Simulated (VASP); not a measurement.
# Ta (Im-3m) in VASP: single point with LDA

Aim: the single point of Ta with LDA.

All numbers are computed with VASP 6.6.1; they aren't measurements. Logs are shortened: lines on timing, memory, paths and dates and some standing lists are left out, and cuts for length are marked.

### Step 1. The cell of the first run

Symmetry: Im-3m, No. 229, cubic system. Conventional cell: a = 3.253 Å, b = 3.253 Å, c = 3.253 Å, α = 90.00°, β = 90.00°, γ = 90.00°. Ta (site symmetry m-3m) has 14 Ta at 2.82 to 3.25 Å within 3.7 Å.

### Step 2. Single point, LDA

File POSCAR:

```
Ta
1.0
   -1.6264640240      1.6264640240      1.6264640240
    1.6264640240     -1.6264640240      1.6264640240
    1.6264640240      1.6264640240     -1.6264640240
Ta
1
Direct
    0.0000000000      0.0000000000      0.0000000000
```

File INCAR.step1:

```
SYSTEM = Ta
ALGO     = Normal         ! electronic algorithm
EDIFF    = 1E-6           ! SCF threshold, eV
ENCUT    = 400            ! plane-wave cutoff, eV
GGA      = CA             ! functional
GGA_COMPAT= .False.      
ISIF     = 2              ! what is computed and relaxed
ISMEAR   = 0              ! smearing method
LASPH    = .True.         ! aspherical terms in the spheres
LCHARG   = .True.         ! write CHGCAR
LMAXMIX  = 4              ! l up to which the mixer works
LORBIT   = 11             ! projections on sites
LREAL    = .False.        ! projectors in reciprocal space
LWAVE    = .False.        ! write WAVECAR
NBANDS   = 12             ! bands
NEDOS    = 2001           ! points of the DOS
NELM     = 120            ! most SCF steps
PREC     = Accurate       ! precision mode
SIGMA    = 0.05           ! smearing width, eV
```

File KPOINTS.step1:

```
k-points
0
Gamma
  18 18 18
  0 0 0
```

File INCAR.step2:

```
SYSTEM = Ta
ALGO     = Normal         ! electronic algorithm
EDIFF    = 1E-6           ! SCF threshold, eV
ENCUT    = 400            ! plane-wave cutoff, eV
GGA      = CA             ! functional
GGA_COMPAT= .False.      
ICHARG   = 11             ! starting density
ISIF     = 2              ! what is computed and relaxed
ISMEAR   = -5             ! smearing method
LASPH    = .True.         ! aspherical terms in the spheres
LCHARG   = .False.        ! write CHGCAR
LMAXMIX  = 4              ! l up to which the mixer works
LORBIT   = 11             ! projections on sites
LREAL    = .False.        ! projectors in reciprocal space
LWAVE    = .False.        ! write WAVECAR
NBANDS   = 12             ! bands
NEDOS    = 2001           ! points of the DOS
NELM     = 120            ! most SCF steps
PREC     = Accurate       ! precision mode
SIGMA    = 0.05           ! smearing width, eV
```

File KPOINTS.step2:

```
k-points
0
Gamma
  27 27 27
  0 0 0
```

Potentials or basis: VASP PAW LDA potentials, release 64 (Ta_sv_GW).

Run with:

```bash
> cat potpaw_LDA.64/Ta_sv_GW/POTCAR > POTCAR
> cp INCAR.step1 INCAR
> cp KPOINTS.step1 KPOINTS
> mpirun -np 1 vasp_std > vasp.out
> cp INCAR.step2 INCAR
> cp KPOINTS.step2 KPOINTS
> mpirun -np 1 vasp_std > vasp.out
```

OUTCAR:

```text
SYSTEM = Ta
   EDIFF = 1E-6
   ENCUT = 400
   GGA = CA
   ICHARG = 11
   ISIF = 2
   ISMEAR = -5
   LASPH = .True.
   LORBIT = 11
   LREAL = .False.
   NELM = 120
   PREC = Accurate

 ion  position               nearest neighbor table
   1  0.000  0.000  0.000-

  LATTYP: Found a body centered cubic cell.
 ALAT       =     3.2529280480

  Lattice vectors:

 A1 = (  -1.6264640240,   1.6264640240,   1.6264640240)
 A2 = (   1.6264640240,  -1.6264640240,   1.6264640240)
 A3 = (   1.6264640240,   1.6264640240,  -1.6264640240)

Analysis of symmetry for initial positions (statically):
=====================================================================
 Subroutine PRICEL returns:
 Original cell was already a primitive cell.

 Routine SETGRP: Setting up the symmetry group for a
 body centered cubic supercell.

 Subroutine GETGRP returns: Found 48 space group operations
 (whereof 48 operations were pure point group operations)
 out of a pool of 48 trial point group operations.

The static configuration has the point symmetry O_h .

Analysis of symmetry for dynamics (positions and initial velocities):
=====================================================================
 Subroutine PRICEL returns:
 Original cell was already a primitive cell.

 Routine SETGRP: Setting up the symmetry group for a
 body centered cubic supercell.

 Subroutine GETGRP returns: Found 48 space group operations
 (whereof 48 operations were pure point group operations)
 out of a pool of 48 trial point group operations.

The dynamic configuration has the point symmetry O_h .

 Subroutine INISYM returns: Found 48 space group operations
 (whereof 48 operations are pure point group operations),
 and found     1 'primitive' translations

----------------------------------------------------------------------------------------

                                     Primitive cell

  volume of cell :      17.2105

  direct lattice vectors                    reciprocal lattice vectors
    -1.626464024  1.626464024  1.626464024     0.000000000  0.307415346  0.307415346
     1.626464024 -1.626464024  1.626464024     0.307415346  0.000000000  0.307415346
     1.626464024  1.626464024 -1.626464024     0.307415346  0.307415346  0.000000000

  length of vectors
     2.817118326  2.817118326  2.817118326     0.434750951  0.434750951  0.434750951

  position of ions in fractional coordinates (direct lattice)
     0.000000000  0.000000000  0.000000000

  ion indices of the primitive-cell ions
   primitive index   ion index
                 1           1

----------------------------------------------------------------------------------------

 KPOINTS: k-points

Automatic generation of k-mesh.
 Grid dimensions read from file:
 generate k-points for:   27   27   27

 Generating k-lattice:

  Cartesian coordinates                     Fractional coordinates (reciprocal lattice)
     0.000000000  0.011385754  0.011385754     0.037037037  0.000000000  0.000000000
     0.011385754  0.000000000  0.011385754     0.000000000  0.037037037  0.000000000
     0.011385754  0.011385754  0.000000000     0.000000000  0.000000000  0.037037037

  Length of vectors
     0.016101887  0.016101887  0.016101887

  Shift w.r.t. Gamma in fractional coordinates (k-lattice)
     0.000000000  0.000000000  0.000000000

 TETIRR: Found  23679 inequivalent tetrahedra from   118098

 Subroutine IBZKPT returns following result:
 ===========================================

 Found    560 irreducible k-points:

 Following reciprocal coordinates:
            Coordinates               Weight
  0.000000  0.000000  0.000000      1.000000
  0.037037  0.000000  0.000000     12.000000
  0.074074  0.000000  0.000000     12.000000
  0.111111  0.000000  0.000000     12.000000
  0.148148  0.000000  0.000000     12.000000
  0.185185  0.000000  0.000000     12.000000
[... 16 lines left out ...]
  0.333333  0.037037 -0.000000     48.000000
  0.370370  0.037037  0.000000     48.000000
 [... further k-points ...]
   k-points           NKPTS =    560   k-points in BZ     NKDIM =    560   number of bands    NBANDS=     12
   number of dos      NEDOS =   2001   number of ions     NIONS =      1
   total plane-waves  NPLWV =   5832
   dimension x,y,z NGX =    18 NGY =   18 NGZ =   18
   dimension x,y,z NGXF=    36 NGYF=   36 NGZF=   36
   ions per type =               1
   NGX,Y,Z   is equivalent  to a cutoff of  10.62, 10.62, 10.62 a.u.
   NGXF,Y,Z  is equivalent  to a cutoff of  21.24, 21.24, 21.24 a.u.
 SYSTEM =  Ta
   PREC   = accura    normal or accurate (medium, high low for compatibility)
   ISTART =      0    job   : 0-new  1-cont  2-samecut
   ICHARG =     11    charge: 1-file 2-atom 10-const
   ISPIN  =      1    spin polarized calculation?
   LNONCOLLINEAR =      F non collinear calculations
   LSORBIT =      F    spin-orbit coupling
   LASPH  =      T    aspherical Exc in radial PAW
   ENCUT  =  400.0 eV  29.40 Ry    5.42 a.u.   4.59  4.59  4.59*2*pi/ulx,y,z
   NELM   =    120;   NELMIN=  2; NELMDL=  0     # of ELM steps
   EDIFF  = 0.1E-05   stopping-criterion for ELM
   LREAL  =      F    real-space projection
[... 7 lines left out ...]
   TEBEG  =    0.0;   TEEND  =   0.0 temperature during run
   PSTRESS=    0.0 pullay stress
   NELECT =      13.0000    total number of electrons
   NUPDOWN=      -1.0000    fix difference up-down
   EMIN   =  10.00;   EMAX   =-10.00  energy-range for DOS
   EFERMI =   0.00;   METHOD = LEGACY
   ISMEAR =    -5;   SIGMA  =   0.05  broadening in eV -4-tet -1-fermi 0-gaus
   EFERMI_NEDOS =   21; number of points for ismear=-14 and -15
   IALGO  =     38    algorithm
   IMIX   =      4    mixing-type and parameters
     AMIX     =   0.40;   BMIX     =  1.00
     AMIX_MAG =   1.60;   BMIX_MAG =  1.00
  volume/ion in A,a.u.               =      17.21       116.14
  Fermi-wavevector in a.u.,A,eV,Ry     =   1.490933  2.817455 30.244139  2.222882
  Thomas-Fermi vector in A             =   2.603652
   LORBIT       =     11    0 simple, 1 ext, 2 COOP (PROOUT), +10 PAW based schemes
   GGA     = CA    functional components
   LHFCALC =     F    Hartree Fock is set to
   AEXX    =    0.0000 exact exchange contribution
   IVDW    =     0    specifies the selected vdW correction
   LEPSILON=     F    determine dielectric tensor
   LRPA    =     F    only Hartree local field effects (RPA)
 non-spin polarized calculation
 Fermi weights with tetrahedron method with Bloechl corrections
  energy-cutoff  :      400.00
  volume of cell :       17.21
 maximum number of plane-waves:       325

 number of electron      12.9999993 magnetization

 Free energy of the ion-electron system (eV)
  ---------------------------------------------------
  ext. energy  EPLUGINS =         0.00000000
  ---------------------------------------------------
  free energy    TOTEN  =       -15.30822079 eV

  energy without entropy =      -15.30822079  energy(sigma->0) =      -15.30822079

 E-fermi :  10.8019     XC(G=0): -13.5210

 val. band max:       10.8337220945   @ k =   0.3333   0.1852   0.1111
 cond. band min:      10.8133751836   @ k =   0.1481   0.0370   0.0370
 fundamental gap:     -0.0203469110
 Fermi energy:        10.8018675652

 k-point     1 :       0.0000    0.0000    0.0000
  band No.  band energies     occupation
      1     -55.8322      2.00000
      2     -21.9178      2.00000
      3     -21.9178      2.00000
      4     -21.9178      2.00000
      5       2.8237      2.00000
      6      11.4758      0.00000
      7      11.4758      0.00000
      8      11.4758      0.00000
      9      14.8960      0.00000
     10      14.8960      0.00000
     11      25.6664      0.00000
     12      25.6664      0.00000

 k-point     2 :       0.0370    0.0000    0.0000
  band No.  band energies     occupation
      1     -55.8303      2.00000
      2     -21.9383      2.00000
      3     -21.9240      2.00000
      4     -21.9179      2.00000
      5       2.8894      2.00000
      6      11.4328      0.00000
      7      11.4654      0.00000
      8      11.5399      0.00000
      9      14.8211      0.00000
     10      14.8957      0.00000
     11      25.7272      0.00000
     12      25.7777      0.00000

 k-point     3 :       0.0741    0.0000    0.0000
  band No.  band energies     occupation
      1     -55.8245      2.00000
      2     -21.9984      2.00000
      3     -21.9424      2.00000
      4     -21.9184      2.00000
      5       3.0831      2.00000
      6      11.3090      0.00000
      7      11.4273      0.00000
      8      11.7314      0.00000
      9      14.6295      0.00000
     10      14.8964      0.00000
     11      25.8981      0.00000
     12      26.1059      0.00000
[... 286 lines left out ...]
 k-point    23 :       0.3333    0.0370   -0.0000
  band No.  band energies     occupation
      1     -55.7153      2.00000
      2     -23.0392      2.00000
      3     -22.2774      2.00000
      4     -21.9340      2.00000
      5       6.1806      2.00000
      6       9.4869      2.00000
      7      11.0455     -0.11476
      8      14.7020      0.00000
      9      15.5113      0.00000
     10      16.6485      0.00000
     11      24.3280      0.00000
     12      25.4992      0.00000

 k-point    24 :       0.3704    0.0370    0.0000
  band No.  band energies     occupation
      1     -55.7030      2.00000
      2     -23.1471      2.00000
      3     -22.3145      2.00000
      4     -21.9348      2.00000
      5       6.2786      2.00000
      6       9.3217      2.00000
      7      11.5268     -0.00311
      8      14.8290      0.00000
      9      15.6539      0.00000
     10      17.5165      0.00000
     11      23.7419      0.00000
     12      24.5911      0.00000

 [... further k-points ...]

------------------------ aborting loop because EDIFF is reached ----------------------------------------

  FORCE on cell =-STRESS in cart. coord.  units (eV):
  Direction    XX          YY          ZZ          XY          YZ          ZX
  --------------------------------------------------------------------------------------
  -------------------------------------------------------------------------------------
  Total       -0.0871192     -0.0871192     -0.0871192      0.0000000      0.0000000      0.0000000
  in kB       -8.1101883     -8.1101883     -8.1101883      0.0000000      0.0000000      0.0000000
  external PRESSURE =      -8.1101883 kB  Pullay stress =       0.0000000 kB

 VOLUME and BASIS-vectors are now :
 -----------------------------------------------------------------------------
  energy-cutoff  :      400.00
  volume of cell :       17.21
      direct lattice vectors                 reciprocal lattice vectors
    -1.626464024  1.626464024  1.626464024     0.000000000  0.307415346  0.307415346
     1.626464024 -1.626464024  1.626464024     0.307415346  0.000000000  0.307415346
     1.626464024  1.626464024 -1.626464024     0.307415346  0.307415346  0.000000000

 POSITION                                       TOTAL-FORCE (eV/Angst)
 -----------------------------------------------------------------------------------
      0.00000      0.00000      0.00000         0.000000      0.000000     -0.000000
 -----------------------------------------------------------------------------------
    total drift:                               -0.000000      0.000000      0.000000

  FREE ENERGIE OF THE ION-ELECTRON SYSTEM (eV)
  ---------------------------------------------------
  free  energy   TOTEN  =       -15.3082207896 eV

  energy  without entropy=      -15.3082207896  energy(sigma->0) =      -15.30822079

 total charge

# of ion       s       p       d       f       tot
--------------------------------------------------
    1        3.790   6.005   2.470   0.033  12.299
```

Run time: 50 s. Hardware: 1 thread of AMD EPYC 7R13 (Zen 3), shared host; peak memory 0.21 GiB.

What came out:

| Quantity | Value |
| --- | --- |
| Valence electrons inside the program's atomic spheres | Ta 12.30 |

Levels at points of the mesh, in eV from the Fermi level:
| k point | band 3 | band 4 | band 5 | band 6 | band 7 | band 8 | band 9 | band 10 | band 11 | band 12 |
| --- | --- | --- | --- | --- | --- | --- | --- | --- | --- | --- |
| (0.00, 0.00, 0.00) | -32.72 | -32.72 | -7.98 | 0.67 | 0.67 | 0.67 | 4.09 | 4.09 | 14.86 | 14.86 |

Caveat: spin-orbit coupling is left out, which moves the levels of the heavy elements.
